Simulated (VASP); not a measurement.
Input of a VASP 6.6.1 run:

INCAR

```
PREC = Accurate
ENCUT = 520
EDIFF = 1E-6
ISMEAR = 0
SIGMA = 0.1
LREAL = F
LASPH = T
NELM = 150
ALGO = Normal
ISIF = 2
LWAVE = F
LCHARG = T
ISPIN = 2
MAGMOM = 1.02
LORBIT = 11
LMAXMIX = 4
LDIPOL = T
IDIPOL = 3
DIPOL = 0.5 0.5 0.294
GGA = PE
LELF = T
LVHAR = T
LVACPOTAV = T
NBANDS = 15
```

File KPOINTS:

```
regular mesh
0
Gamma
  24 24 1
```

File POSCAR:

```
Ni
1.0
    2.2590885093      0.0000000000      0.0000000000
    0.0000000000      2.2590885093      0.0000000000
    0.0000000000      0.0000000000     23.8000000000
Ni
1
Direct
    0.0000000000      0.0000000000      0.2941176471
```

Potentials or basis: VASP PAW PBE potentials, release 64 (Ni).

Launch:

```sh
$ cat potpaw_PBE.64/Ni/POTCAR > POTCAR
$ mpirun -np 1 vasp_std > vasp.out
```

Problem. Predict the site moments.

Solution. Ni +0.88 μB.

Problem. Estimate the net moment.

Solution. 0.85 μB per cell.
